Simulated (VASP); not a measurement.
The system is CO2.

```
C O
1.0
     4.30618    0.00000    0.00000
     0.00000    4.30618    0.00000
     0.00000    0.00000    4.62454
C O
2 4
Direct
  0.50000 0.50000 0.50000
  0.00000 0.00000 0.00000
  0.31017 0.68983 0.50000
  0.68983 0.31017 0.50000
  0.18983 0.18983 0.00000
  0.81017 0.81017 0.00000
```

```yaml
Program: VASP 6.6.1
Task: relaxation of shape and atoms at fixed volume
Functional: PBE
Dispersion: D3(BJ)
Potentials_or_basis: VASP PAW PBE potentials, release 64 (C, O)
Cutoff: 600 eV
k_mesh: 6 × 6 × 6
Occupations: gaussian, width 0.02 eV
Spin: no spin polarisation
```

At the start: pressure 6.0 GPa; volume 14.29 Å³/atom.

Where does the relaxation end?

Over 9 steps the energy falls by 11.8 meV/atom; space group P4_2/mnm (No. 136, to 0.1 Å) before and after.

Step by step:
| step | energy change (eV) | largest force (eV/Å) | pressure (GPa) | volume (Å³) |
| --- | --- | --- | --- | --- |
| 1 | 0.0000 | 1.9961 | 6.00 | 85.75 |
| 2 | 1.4048 | 7.0236 | -21.07 | 85.75 |
| 3 | -0.0701 | 0.1033 | 0.09 | 85.75 |
| 4 | -0.0704 | 0.0062 | 0.36 | 85.75 |
| 5 | -0.0704 | 0.0285 | 0.47 | 85.75 |
| 6 | -0.0704 | 0.0273 | 0.46 | 85.75 |
| 7 | -0.0705 | 0.0239 | 0.46 | 85.75 |
| 8 | -0.0706 | 0.0171 | 0.44 | 85.75 |
| 9 | -0.0709 | 0.0032 | 0.39 | 85.75 |

Final structure:
```
C O
1.0
     4.30007    0.00000    0.00000
     0.00000    4.30007    0.00000
     0.00000    0.00000    4.63770
C O
2 4
Cartesian
  2.1500 2.1500 2.3188
  0.0000 0.0000 0.0000
  1.3198 2.9802 2.3188
  2.9802 1.3198 2.3188
  0.8302 0.8302 4.6377
  3.4699 3.4699 0.0000
```

Where two steps share one volume, the run began anew on that cell with a basis built for it.
